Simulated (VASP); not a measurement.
# SnTe3 in VASP: further runs

Runs on SnTe3. Level: PBE. Tasks: relaxation of cell and atoms, single point.

Everything below comes from runs of VASP 6.6.1. Logs are shortened: lines on timing, memory, paths and dates and some standing lists are left out, and cuts for length are marked.

## Step 1: The cell of the first run

It takes space group P4/mmm (No. 123, tetragonal). Conventional cell: a = 4.510 Å, b = 4.510 Å, c = 6.529 Å, α = 90.00°, β = 90.00°, γ = 90.00°. Sn (site symmetry 4/mmm) has 6 Te at 3.19 to 3.26 Å within 4.2 Å. Te (site symmetry 4/mmm) has 4 Sn at 3.19 Å and 2 Te at 3.26 Å within 4.2 Å. Within 4.2 Å of Te (site symmetry 4/mmm) lie 6 Te at 3.19 to 3.26 Å. Te (site symmetry 4/mmm) has 4 Te at 3.19 Å and 2 Sn at 3.26 Å within 4.2 Å.

## Step 2: Relaxation of cell and atoms, PBE

Contents of INCAR:

```
PREC = Accurate
ENCUT = 600
EDIFF = 1E-6
ISMEAR = 0
SIGMA = 0.1
LREAL = False
LASPH = True
NELM = 60
ALGO = Normal
ISIF = 3
LWAVE = False
LCHARG = False
GGA = PE
IBRION = 2
NSW = 100
EDIFFG = -0.01
```

Contents of KPOINTS:

```
regular mesh
0
Gamma
  8 8 6
```

Contents of POSCAR:

```
SnTe3
1.0
    4.5097244197      0.0000000000      0.0000000000
    0.0000000000      4.5097244197      0.0000000000
    0.0000000000      0.0000000000      6.5286270342
Sn Te
1 3
Direct
    0.0000000000      0.0000000000      0.0000000000
    0.5000000000      0.5000000000      0.0000000000
    0.5000000000      0.5000000000      0.5000000000
    0.0000000000      0.0000000000      0.5000000000
```

Potentials or basis: VASP PAW PBE potentials, release 64 (Sn_d, Te).

Launch:

```
cat potpaw_PBE.64/Sn_d/POTCAR potpaw_PBE.64/Te/POTCAR > POTCAR
mpirun -np 1 vasp_std > vasp.out
```

OUTCAR:

```text
PREC = Accurate
   ENCUT = 600
   EDIFF = 1E-6
   ISMEAR = 0
   LREAL = False
   LASPH = True
   NELM = 60
   ISIF = 3
   GGA = PE
   IBRION = 2
   NSW = 100
   EDIFFG = -0.01

 ion  position               nearest neighbor table
   1  0.000  0.000  0.000-   2 3.19   2 3.19   2 3.19   2 3.19   4 3.26   4 3.26
   2  0.500  0.500  0.000-   1 3.19   1 3.19   1 3.19   1 3.19   3 3.26   3 3.26
   3  0.500  0.500  0.500-   4 3.19   4 3.19   4 3.19   4 3.19   2 3.26   2 3.26
   4  0.000  0.000  0.500-   3 3.19   3 3.19   3 3.19   3 3.19   1 3.26   1 3.26

  LATTYP: Found a simple tetragonal cell.
 ALAT       =     4.5097244197
 C/A-ratio  =     1.4476776021

  Lattice vectors:

 A1 = (   4.5097244197,   0.0000000000,   0.0000000000)
 A2 = (   0.0000000000,   4.5097244197,   0.0000000000)
 A3 = (   0.0000000000,   0.0000000000,   6.5286270342)

Analysis of symmetry for initial positions (statically):
=====================================================================
 Subroutine PRICEL returns:
 Original cell was already a primitive cell.

 Routine SETGRP: Setting up the symmetry group for a
 simple tetragonal supercell.

 Subroutine GETGRP returns: Found 16 space group operations
 (whereof 16 operations were pure point group operations)
 out of a pool of 16 trial point group operations.

The static configuration has the point symmetry D_4h.

Analysis of symmetry for dynamics (positions and initial velocities):
=====================================================================
 Subroutine PRICEL returns:
 Original cell was already a primitive cell.

 Routine SETGRP: Setting up the symmetry group for a
 simple tetragonal supercell.

 Subroutine GETGRP returns: Found 16 space group operations
 (whereof 16 operations were pure point group operations)
 out of a pool of 16 trial point group operations.

The dynamic configuration has the point symmetry D_4h.

 Subroutine INISYM returns: Found 16 space group operations
 (whereof 16 operations are pure point group operations),
 and found     1 'primitive' translations

----------------------------------------------------------------------------------------

                                     Primitive cell

  volume of cell :     132.7767

  direct lattice vectors                    reciprocal lattice vectors
     4.509724420  0.000000000  0.000000000     0.221743039  0.000000000  0.000000000
     0.000000000  4.509724420  0.000000000     0.000000000  0.221743039  0.000000000
[... 93 lines left out ...]
   IBRION =      2    ionic relax: 0-MD 1-quasi-New 2-CG
   NFREE  =      1    steps in history (QN), initial steepest desc. (CG)
   ISIF   =      3    stress and relaxation
   ISYM   =      2    0-nonsym 1-usesym 2-fastsym
   POTIM  = 0.5000    time-step for ionic-motion
   TEBEG  =    0.0;   TEEND  =   0.0 temperature during run
   PSTRESS=    0.0 pullay stress
   NELECT =      32.0000    total number of electrons
   NUPDOWN=      -1.0000    fix difference up-down
   EMIN   =  10.00;   EMAX   =-10.00  energy-range for DOS
   EFERMI =   0.00;   METHOD = LEGACY
   ISMEAR =     0;   SIGMA  =   0.10  broadening in eV -4-tet -1-fermi 0-gaus
   EFERMI_NEDOS =   21; number of points for ismear=-14 and -15
   IALGO  =     38    algorithm
   IMIX   =      4    mixing-type and parameters
     AMIX     =   0.40;   BMIX     =  1.00
     AMIX_MAG =   1.60;   BMIX_MAG =  1.00
  volume/ion in A,a.u.               =      33.19       224.01
  Fermi-wavevector in a.u.,A,eV,Ry     =   1.018789  1.925232 14.121906  1.037931
  Thomas-Fermi vector in A             =   2.152266
   LORBIT       =      0    0 simple, 1 ext, 2 COOP (PROOUT), +10 PAW based schemes
   GGA     = PE    functional components
   LHFCALC =     F    Hartree Fock is set to
   AEXX    =    0.0000 exact exchange contribution
   IVDW    =     0    specifies the selected vdW correction
   LEPSILON=     F    determine dielectric tensor
   LRPA    =     F    only Hartree local field effects (RPA)
 conjugate gradient relaxation of ions
 non-spin polarized calculation
 Gauss-broadening in eV      SIGMA  =   0.10
  energy-cutoff  :      600.00
  volume of cell :      132.78
 maximum number of plane-waves:      4468
   NGX = 19   NGY = 19   NGZ = 27

--------------------------------------- Ionic step        1  -------------------------------------------

 number of electron      32.0000005 magnetization

 Free energy of the ion-electron system (eV)
  ---------------------------------------------------
  ext. energy  EPLUGINS =         0.00000000
  ---------------------------------------------------
  free energy    TOTEN  =       -13.67081013 eV

  energy without entropy =      -13.66335517  energy(sigma->0) =      -13.66708265

------------------------ aborting loop because EDIFF is reached ----------------------------------------

  FORCE on cell =-STRESS in cart. coord.  units (eV):
  Direction    XX          YY          ZZ          XY          YZ          ZX
  --------------------------------------------------------------------------------------
  -------------------------------------------------------------------------------------
  Total       -0.4599786     -0.4599786     -0.1188290      0.0000000      0.0000000     -0.0000000
  in kB       -5.5504260     -5.5504260     -1.4338743      0.0000000      0.0000000     -0.0000000
  external PRESSURE =      -4.1782421 kB  Pullay stress =       0.0000000 kB
[... 63 lines left out ...]
--------------------------------------- Ionic step        3  -------------------------------------------

 number of electron      32.0000003 magnetization

 Free energy of the ion-electron system (eV)
  ---------------------------------------------------
  ext. energy  EPLUGINS =         0.00000000
  ---------------------------------------------------
  free energy    TOTEN  =       -13.67290077 eV

  energy without entropy =      -13.66562377  energy(sigma->0) =      -13.66926227

 E-fermi :   6.2181     XC(G=0):  -9.2664

 val. band max:        6.1925640216   @ k =   0.5000   0.0000   0.3333
 cond. band min:       6.2307815990   @ k =   0.5000   0.2500   0.3333
 fundamental gap:      0.0382175774
 Fermi energy:         6.2181321413

 k-point     1 :       0.0000    0.0000    0.0000
  band No.  band energies     occupation
      1     -15.4108      2.00000
      2     -15.3937      2.00000
      3     -15.3937      2.00000
      4     -15.3887      2.00000
      5     -15.3883      2.00000
      6      -6.9102      2.00000
[... 541 lines left out ...]
     19       8.1136      0.00000
     20       8.5708      0.00000

 [... further k-points ...]
[... 5 lines left out ...]
  --------------------------------------------------------------------------------------
  -------------------------------------------------------------------------------------
  Total       -0.0074246     -0.0074246      0.0233358      0.0000000      0.0000000      0.0000000
  in kB       -0.0904711     -0.0904711      0.2843555      0.0000000      0.0000000      0.0000000
  external PRESSURE =       0.0344711 kB  Pullay stress =       0.0000000 kB
[... 19 lines left out ...]
  FREE ENERGIE OF THE ION-ELECTRON SYSTEM (eV)
  ---------------------------------------------------
  free  energy   TOTEN  =       -13.6729007711 eV

  energy  without entropy=      -13.6656237658  energy(sigma->0) =      -13.66926227

 reached required accuracy - stopping structural energy minimisation
```

It took 2.8 min on 1 thread of AMD EPYC 9R45 (Zen 5), shared host; peak memory 0.36 GiB.

Results:

| Quantity | Value |
| --- | --- |
| Free energy | -13.6729 eV |
| Relaxed volume | 32.87 Å³/atom |
| Relaxed cell | a = 4.490 Å, b = 4.490 Å, c = 6.521 Å, α = 90.00°, β = 90.00°, γ = 90.00° |
| Space group after relaxing (to 0.1 Å) | P4/mmm (No. 123) |
| Energy gained by relaxing | 0.5 meV/atom |
| Ionic steps | 3 |
| Pressure after relaxing | 0.0 GPa |
| Band gap on the k mesh | zero (bands 16 and 17 overlap by 3.84 eV) |

Step by step:
| step | energy change (eV) | largest force (eV/Å) | pressure (GPa) | volume (Å³) |
| --- | --- | --- | --- | --- |
| 1 | 0.0000 | 0.0000 | -0.42 | 132.78 |
| 2 | -0.0019 | 0.0000 | 0.14 | 131.12 |
| 3 | -0.0021 | 0.0000 | 0.00 | 131.48 |

Final structure:
```cif
data_structure
_symmetry_space_group_name_H-M 'P 1'
_symmetry_Int_Tables_number 1
_cell_length_a 4.4902
_cell_length_b 4.4902
_cell_length_c 6.5213
_cell_angle_alpha 90.000
_cell_angle_beta 90.000
_cell_angle_gamma 90.000
_cell_volume 131.48
loop_
_atom_site_label
_atom_site_type_symbol
_atom_site_fract_x
_atom_site_fract_y
_atom_site_fract_z
_atom_site_occupancy
Sn1 Sn 0.00000 0.00000 0.00000 1
Te1 Te 0.50000 0.50000 0.00000 1
Te2 Te 0.50000 0.50000 0.50000 1
Te3 Te 0.00000 0.00000 0.50000 1
```

Levels at points of the mesh, in eV from the Fermi level:
| k point | band 13 | band 14 | band 15 | band 16 | band 17 | band 18 | band 19 | band 20 |
| --- | --- | --- | --- | --- | --- | --- | --- | --- |
| (0.00, 0.00, 0.00) | -2.24 | -2.24 | -2.06 | 1.56 | 1.85 | 1.85 | 2.42 | 4.51 |
| (0.50, 0.00, 0.00) | -1.94 | -1.81 | -1.76 | -0.87 | 0.31 | 1.04 | 1.13 | 2.21 |
| (0.50, 0.50, 0.00) | -3.83 | -3.83 | -3.27 | 2.38 | 2.41 | 2.41 | 3.27 | 3.27 |
| (0.00, 0.00, 0.50) | -2.66 | -2.66 | -2.40 | 0.46 | 1.92 | 1.96 | 1.96 | 2.96 |
| (0.50, 0.00, 0.50) | -1.72 | -1.65 | -1.59 | -1.48 | -1.46 | 0.17 | 0.38 | 0.48 |
| (0.50, 0.50, 0.50) | -4.37 | -1.46 | -1.34 | -0.89 | 0.98 | 3.37 | 3.37 | 4.57 |

Caveat: spin-orbit coupling is left out, which moves the levels of the heavy elements.

(Part 1 of 2 ends here.)

The gap in the log of VASP goes by the Fermi energy; the results here count the filled bands.